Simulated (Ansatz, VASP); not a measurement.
# Ca in VASP and in Ansatz

```
CELL_PARAMETERS angstrom
3.98000 0.00000 0.00000
-1.99000 3.44678 0.00000
0.00000 0.00000 6.52000
ATOMIC_POSITIONS crystal
Ca 0.66667 0.33333 0.75000
Ca 0.33333 0.66667 0.25000
```

Alike in both runs: task single point; functional RPBE; k mesh 8 × 8 × 4; occupations gaussian, width 0.1 eV; no spin polarisation.

|  | VASP | Ansatz |
| --- | --- | --- |
| version | VASP 6.6.1 | Ansatz 0.2.0 |
| potentials or method | VASP PAW PBE potentials, release 64 (Ca_sv), cutoff 520 eV | all-electron LAPW, scalar-relativistic |

|  | VASP | Ansatz | Ansatz less VASP |
| --- | --- | --- | --- |
| gap on the k mesh at the Fermi level (eV) | none | none | - |
| pressure (GPa) | 0.0 | 0.0 | -0.01 |
| traceless stress, the component that is largest in VASP (GPa) | 0.19 | 0.19 | -0.003 |

VASP's potentials were made for PBE, not for RPBE. A gap of «none» marks a metal or a gap that the smearing closes. Ansatz ran all-electron here, and VASP with PAW potentials.
